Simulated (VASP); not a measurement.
A run of VASP 6.6.1 is set up as follows.

The input INCAR:

```
PREC = Accurate
ENCUT = 520
EDIFF = 1E-7
ISMEAR = 0
SIGMA = 0.1
LREAL = F
LASPH = T
NELM = 80
ALGO = Normal
ISIF = 2
LWAVE = F
LCHARG = T
GGA = PE
LELF = T
LVHAR = T
NBANDS = 20
```

The input KPOINTS:

```
regular mesh
0
Gamma
  6 6 4
```

The input POSCAR:

```
Se
1.0
    3.5951919900      0.0000000000      0.0000000000
   -1.7975960000      3.1135276000      0.0000000000
    0.0000000000      0.0000000000      5.9903896100
Se
4
Direct
    0.0000000000      0.0000000000      0.8025568000
    0.0000000000      0.0000000000      0.1974432000
    0.3333333300      0.6666666700      0.6146058900
    0.6666666700      0.3333333300      0.3853941100
```

Potentials or basis: VASP PAW PBE potentials, release 64 (Se).

Command:

```bash
$ cat potpaw_PBE.64/Se/POTCAR > POTCAR
$ mpirun -np 1 vasp_std > vasp.out
```

(1) Predict the largest force.

(2) What does it give for the band gap on the k mesh?

(3) What does it give for the pressure?

Results:

(1) 2.528 eV/Å.

(2) zero (band 12 reaches 10.51 eV, above the bottom of band 13 at 8.08 eV).

(3) 64.2 GPa.

Caveat: forces of over 1 eV/Å act on the atoms, so gaps and moduli don't describe the material at rest.
